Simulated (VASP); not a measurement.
Here is a VASP 6.6.1 calculation.

INCAR

```
SYSTEM = ZrB2
ALGO = Normal ; EDIFF = 1E-7
ENCUT = 520 ; ISIF = 2
ISMEAR = 0 ; LASPH = .TRUE.
LCHARG = .FALSE. ; LREAL = .FALSE.
LWAVE = .FALSE. ; NBANDS = 16
NELM = 80 ; PREC = Accurate
SIGMA = 0.15
```

Contents of KPOINTS:

```
k-points
0
G
  15 15 12
  0 0 0
```

Contents of POSCAR:

```
ZrB2
1.0
    3.1952000000      0.0000000000      0.0000000000
   -1.5976000000      2.7671243702      0.0000000000
    0.0000000000      0.0000000000      3.4308000000
Zr B
1 2
Direct
    0.0000000000      0.0000000000      0.0000000000
    0.3333333333      0.6666666667      0.5000000000
    0.6666666667      0.3333333333      0.5000000000
```

Potentials or basis: VASP PAW LDA potentials, release 64 (Zr_sv, B).

Launch:

```console
$ cat potpaw_LDA.64/Zr_sv/POTCAR potpaw_LDA.64/B/POTCAR > POTCAR
$ mpirun -np 1 vasp_std > vasp.out
```

(1) Predict the band gap on the k mesh.

(2) What does it give for the pressure?

Answers

(1) zero (bands 9 and 10 overlap by 0.69 eV).

(2) -5.6 GPa.

Caveat: the cell stands under tension.
